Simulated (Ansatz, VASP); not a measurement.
# Hf2TaN2 in VASP and in Ansatz

```
Hf Ta N
1.0
     3.40243    0.00000    0.00000
    -1.70122    2.94659    0.00000
     0.00000    0.00000    8.37667
Hf Ta N
2 1 2
Cartesian
  1.7012 0.9822 5.6475
  0.0000 1.9644 2.7292
  0.0000 0.0000 0.0000
  1.7012 0.9822 3.2537
  0.0000 1.9644 5.1230
```

Alike in both runs: task single point; functional PBE; k mesh 12 × 12 × 6; occupations gaussian, width 0.1 eV; no spin polarisation.

|  | VASP | Ansatz |
| --- | --- | --- |
| version | VASP 6.6.1 | Ansatz 0.2.0 |
| potentials or method | VASP PAW PBE potentials, release 64 (Hf_pv, Ta_pv, N), cutoff 520 eV | scalar-relativistic, plane waves, PAW |
| valence electrons in the cell | 41 | 75 |

|  | VASP | Ansatz | Ansatz less VASP |
| --- | --- | --- | --- |
| gap on the k mesh at the Fermi level (eV) | none | none | - |
| pressure (GPa) | -0.8 | 0.0 | +0.81 |
| rms of the force components (eV/Å) | 0.042 | 0.002 | -0.0398 |

Atom by atom the forces differ by 0.040 eV/Å (rms over components). A gap of «none» marks a metal or a gap that the smearing closes. With one functional, cell and mesh, what is left measures potentials, basis and numerics. VASP's potentials hold 41 valence electrons a cell and Ansatz's 75, so a difference there can come from the potentials and not from the codes.

Spin-orbit coupling is off throughout.
